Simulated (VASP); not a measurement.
The system is Tb4WO.

```
Tb W O
1.0
     5.04861    0.00000    0.00000
    -2.52431    4.37223    0.00000
     0.00000    0.00000    6.73358
Tb W O
4 1 1
Direct
  0.33333 0.66667 0.20265
  0.66667 0.33333 0.20265
  0.66667 0.33333 0.79735
  0.33333 0.66667 0.79735
  0.00000 0.00000 0.50000
  0.00000 0.00000 0.00000
```

The cell was generated, and may not be a known phase.

```yaml
Program: VASP 6.6.1
Task: relaxation of cell and atoms
Functional: PBE
Potentials_or_basis: VASP PAW PBE potentials, release 64 (Tb_3, W_sv, O), 4f in core
Cutoff: 600 eV
k_mesh: 4 × 4 × 3
Occupations: gaussian, width 0.2 eV
Spin: no spin polarisation
```

At the start: pressure -4.5 GPa; volume 24.77 Å³/atom.

Problem. Where does the relaxation end?

Solution. Over 9 steps the energy falls by 476.5 meV/atom and the volume is 22.54 Å³/atom (-9.0 %); space group P6/mmm (No. 191, to 0.1 Å) before and after.

Step by step:
| step | energy change (eV) | largest force (eV/Å) | pressure (GPa) | volume (Å³) |
| --- | --- | --- | --- | --- |
| 1 | 0.0000 | 2.9621 | -4.52 | 148.63 |
| 2 | -1.7500 | 2.1140 | -1.07 | 134.10 |
| 3 | -2.2321 | 0.0404 | 11.93 | 116.73 |
| 4 | -2.3778 | 1.1431 | 5.57 | 123.18 |
| 5 | -2.3918 | 0.9208 | 6.94 | 121.62 |
| 6 | -2.8147 | 0.3787 | 0.88 | 134.11 |
| 7 | -2.8312 | 0.1866 | 1.67 | 131.94 |
| 8 | -2.8553 | 0.1524 | -0.76 | 136.44 |
| 9 | -2.8588 | 0.0652 | -0.15 | 135.24 |

Final structure:
```cif
data_structure
_symmetry_space_group_name_H-M 'P 1'
_symmetry_Int_Tables_number 1
_cell_length_a 4.9803
_cell_length_b 4.9803
_cell_length_c 6.2960
_cell_angle_alpha 90.000
_cell_angle_beta 90.000
_cell_angle_gamma 120.000
_cell_volume 135.24
loop_
_atom_site_label
_atom_site_type_symbol
_atom_site_fract_x
_atom_site_fract_y
_atom_site_fract_z
_atom_site_occupancy
Tb1 Tb 0.33333 0.66667 0.25841 1
Tb2 Tb 0.66667 0.33333 0.25841 1
Tb3 Tb 0.66667 0.33333 0.74159 1
Tb4 Tb 0.33333 0.66667 0.74159 1
W1 W 0.00000 0.00000 0.50000 1
O1 O 0.00000 0.00000 0.00000 1
```

Caveat: the run has no spin polarisation, though such a crystal can be magnetic; the relaxation stopped at a loose force limit of 0.08 eV/Å, so its end isn't a converged minimum.
